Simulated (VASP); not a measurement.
## PbSe: single point with PBE

The system is PbSe.

```
CELL_PARAMETERS angstrom
0.00000 3.14986 3.07602
3.14986 0.00000 3.07602
3.14986 3.14986 0.00000
ATOMIC_POSITIONS crystal
Pb 0.00000 0.00000 0.00000
Se 0.50000 0.50000 0.50000
```

This cell differs from its parent crystal: epitaxial xy strain +2.0%.

```yaml
Program: VASP 6.6.1
Task: single point
Functional: PBE
Potentials_or_basis: VASP PAW PBE potentials, release 64 (Pb_d, Se)
Cutoff: 520 eV
k_mesh: 8 × 8 × 8
Occupations: fermi-dirac, width 0.02 eV
Spin: no spin polarisation
```

```
Pressure               : -0.7 GPa
Band gap on the k mesh : 0.47 eV
```

Stress tensor (GPa, compression positive):
```
-1.45  0.00  0.00
 0.00 -1.45  0.00
 0.00  0.00  0.93
```

Levels at points of the mesh, in eV from the valence-band top:
| k point | band 6 | band 7 | band 8 | band 9 | band 10 | band 11 | band 12 | band 13 | band 14 | band 15 |
| --- | --- | --- | --- | --- | --- | --- | --- | --- | --- | --- |
| (0.00, 0.00, 0.00) | -13.06 | -6.37 | -1.71 | -1.50 | -1.50 | 4.43 | 4.43 | 4.95 | 6.63 | 6.63 |
| (0.50, 0.00, 0.00) | -12.13 | -8.44 | -1.23 | -1.19 | 0.00 | 0.47 | 1.79 | 1.92 | 8.50 | 10.01 |
| (0.50, 0.50, 0.00) | -11.78 | -7.31 | -4.48 | -2.85 | -2.85 | 3.93 | 5.33 | 5.33 | 6.01 | 11.15 |
| (0.50, 0.00, 0.50) | -11.88 | -7.22 | -4.43 | -2.93 | -2.69 | 4.02 | 5.19 | 5.71 | 5.72 | 10.92 |

It took 110 s on 1 thread of Intel Xeon 8259CL (shared host), peak memory 0.24 GiB.

Caveat: the cell differs from its parent crystal (epitaxial xy strain +2.0%); spin-orbit coupling is left out, which moves the levels of the heavy elements. A k mesh can miss the band edges.
